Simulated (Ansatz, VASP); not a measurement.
One calculation of LiTaH4, two programs

```
Li Ta H
1.0
     3.51289    0.00000    0.00000
     0.00000    3.51289    0.00000
     0.00000    0.00000    5.63839
Li Ta H
1 1 4
Direct
  0.50000 0.50000 0.50000
  0.00000 0.00000 0.00000
  0.00000 0.00000 0.66717
  0.50000 0.00000 0.00000
  0.00000 0.50000 0.00000
  0.00000 0.00000 0.33283
```

Alike in both runs: functional PBE; k mesh 6 × 6 × 4; occupations gaussian, width 0.1 eV; no spin polarisation.

Ansatz relaxed the structure, and its values are those at the end. VASP's run is a single point on that final structure, the one shown.

|  | VASP | Ansatz |
| --- | --- | --- |
| version | VASP 6.6.1 | Ansatz 0.2.0 |
| potentials or method | VASP PAW PBE potentials, release 64 (Li_sv, Ta_pv, H), cutoff 520 eV | scalar-relativistic, plane waves, PAW |
| valence electrons in the cell | 18 | 20 |

```csv
,VASP,Ansatz,Ansatz less VASP
gap on the k mesh at the Fermi level (eV),none,none,-
rms of the force components (eV/Å),0.006,0.009,+0.0022
```

A gap of «none» marks a metal or a gap that the smearing closes. With one functional, cell and mesh, what is left measures potentials, basis and numerics. VASP's potentials hold 18 valence electrons a cell and Ansatz's 20, so a difference there can come from the potentials and not from the codes.

Spin-orbit coupling is off throughout. Noted on VASP's run: the cutoff is short for stress, so the pressure is rough.
